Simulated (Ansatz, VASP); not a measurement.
**Two plane-wave programs on BeS**

POSCAR

```
BeS
1.0
    0.0000000000      2.3611663926      2.3611663926
    2.3611663926      0.0000000000      2.3611663926
    2.3611663926      2.3611663926      0.0000000000
Be S
1 1
Direct
    0.0000000000      0.0000000000      0.0000000000
    0.2500000000      0.2500000000      0.2500000000
```

Contents of INCAR.step1:

```
SYSTEM = BeS
  PREC = Accurate
  ENCUT = 600
  ISMEAR = -1
  SIGMA = 0.05
  LREAL = .False.
  LASPH = .True.
  NELM = 100
  GGA = PE
  ALGO = Normal
  EDIFF = 1E-4
  LWAVE = .True.
  LCHARG = .False.
```

The input INCAR.step2:

```
SYSTEM = BeS
  PREC = Accurate
  ENCUT = 600
  EDIFF = 1E-6
  ISMEAR = -1
  SIGMA = 0.05
  LREAL = .False.
  LASPH = .True.
  NELM = 100
  ALGO = Normal
  ISIF = 3
  LWAVE = .False.
  LCHARG = .False.
  METAGGA = R2SCAN
  LMIXTAU = .True.
  IBRION = 2
  NSW = 60
  EDIFFG = -0.005
  ISTART = 1
```

KPOINTS

```
Automatic mesh
0
Gamma
  15 15 15
  0 0 0
```

Input for Ansatz:

```yaml
crystal:
  lattice:
    - [0.0, 2.3611663926, 2.3611663926]
    - [2.3611663926, 0.0, 2.3611663926]
    - [2.3611663926, 2.3611663926, 0.0]
  atoms:
    - { symbol: Be, position: [0.0, 0.0, 0.0] }
    - { symbol: S, position: [0.25, 0.25, 0.25] }
kpoints:
  mp_grid: { grid: [15, 15, 15] }
scf:
  occupations: { method: fermi_dirac, width: 0.05 }
hamiltonian:
  xc: r2scan
  pseudopotentials: { kind: paw }
output:
  forces: true
  stress: true
relax:
  f_tol: 0.005
  max_steps: 40
  cell: {}
```

Alike in both runs: task relaxation of cell and atoms; functional r2SCAN; k mesh 15 × 15 × 15; occupations fermi-dirac, width 0.05 eV; no spin polarisation.

```csv
,VASP,Ansatz
version,VASP 6.6.1,Ansatz 0.2.0
potentials or method,"VASP PAW PBE potentials, release 64 (Be, S)","PAW with Ansatz's default frozen-core files, scalar-relativistic"
plane-wave cutoff (eV),600,500
valence electrons in the cell,8,8
```

```csv
,VASP,Ansatz,Ansatz less VASP
relaxed volume (Å³/atom),14.46,14.42,-0.038
relaxed cell length with the largest relative difference (Å),3.446,3.443,-0.0030
```

VASP's potentials were made for PBE, not for r2SCAN.
